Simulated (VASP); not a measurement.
A run of VASP 6.6.1:

File INCAR:

```
PREC = Accurate
ENCUT = 520
EDIFF = 1E-6
ISMEAR = 0
SIGMA = 0.01
LREAL = False
LASPH = True
NELM = 100
ALGO = Normal
ISIF = 2
LWAVE = False
LCHARG = True
GGA = PS
LELF = True
LVHAR = True
NBANDS = 15
```

File KPOINTS:

```
regular mesh
0
Gamma
  4 4 4
```

Contents of POSCAR:

```
KI
1.0
    4.2911966600      0.0000000000      0.0000000000
    0.0000000000      4.2911966600      0.0000000000
    0.0000000000      0.0000000000      4.2911966600
K I
1 1
Direct
    0.0000000000      0.0000000000      0.0000000000
    0.5000000000      0.5000000000      0.5000000000
```

Potentials or basis: VASP PAW PBE potentials, release 64 (K_sv, I).

The run is started by

```console
$ cat potpaw_PBE.64/K_sv/POTCAR potpaw_PBE.64/I/POTCAR > POTCAR
$ mpirun -np 1 vasp_std > vasp.out
```

Hardware: 1 thread of Intel Xeon 8259CL (shared host).

Problem. How long does it take, and how much memory?

Solution. Wall time 22 s on 1 thread of Intel Xeon 8259CL, with other jobs on the host, peak memory 0.18 GiB. Counts: scf iterations 12, k points 10.
